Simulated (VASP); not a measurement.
Here is a VASP 6.6.1 calculation.

Contents of INCAR:

```
SYSTEM = AlGa2P3
  PREC = Accurate
  ENCUT = 520
  EDIFF = 1E-6
  ISMEAR = 1
  SIGMA = 0.05
  LREAL = .False.
  LASPH = .True.
  NELM = 100
  ALGO = Normal
  ISIF = 2
  LWAVE = .False.
  LCHARG = .True.
  GGA = PS
  LELF = .True.
  LVHAR = .True.
  NBANDS = 56
```

File KPOINTS:

```
Automatic mesh
0
Gamma
  4 3 1
  0 0 0
```

File POSCAR:

```
AlGa2P3
1.0
    2.7192440000     -2.7192440000      0.0000000000
    0.0000000000      0.0000000000      5.4384880000
   -8.1853050000     -8.1853050000      0.0000000000
Al Ga P
2 4 6
Direct
    0.9894410000      0.9973680000      0.6653230000
    0.5069280000      0.4965370000      0.8292280000
    0.9880710000      0.9942000000      0.0009220000
    0.9998180000      0.9988250000      0.3358230000
    0.4978470000      0.4955900000      0.4988550000
    0.5013480000      0.4990970000      0.1670980000
    0.9999430000      0.2467800000      0.5008160000
    0.9973350000      0.2446360000      0.8333190000
    0.0013290000      0.2507920000      0.1656250000
    0.4996180000      0.7490600000      0.3321280000
    0.4967290000      0.7516280000      0.6665190000
    0.5051050000      0.7489230000      0.0007930000
```

Potentials or basis: VASP PAW PBE potentials, release 64 (Al, Ga_d, P).

Launch:

```bash
$ cat potpaw_PBE.64/Al/POTCAR potpaw_PBE.64/Ga_d/POTCAR potpaw_PBE.64/P/POTCAR > POTCAR
$ mpirun -np 1 vasp_std > vasp.out
```

(1) Estimate the pressure.

(2) Predict the band gap on the k mesh.

(3) What does it give for the largest force?

## Answers

(1) 0.6 GPa.

(2) 1.36 eV.

(3) 0.756 eV/Å.

Caveat: the k points lie up to 0.54 Å⁻¹ apart; the PAW data sets were made with another functional, which shifts forces and pressure a little.
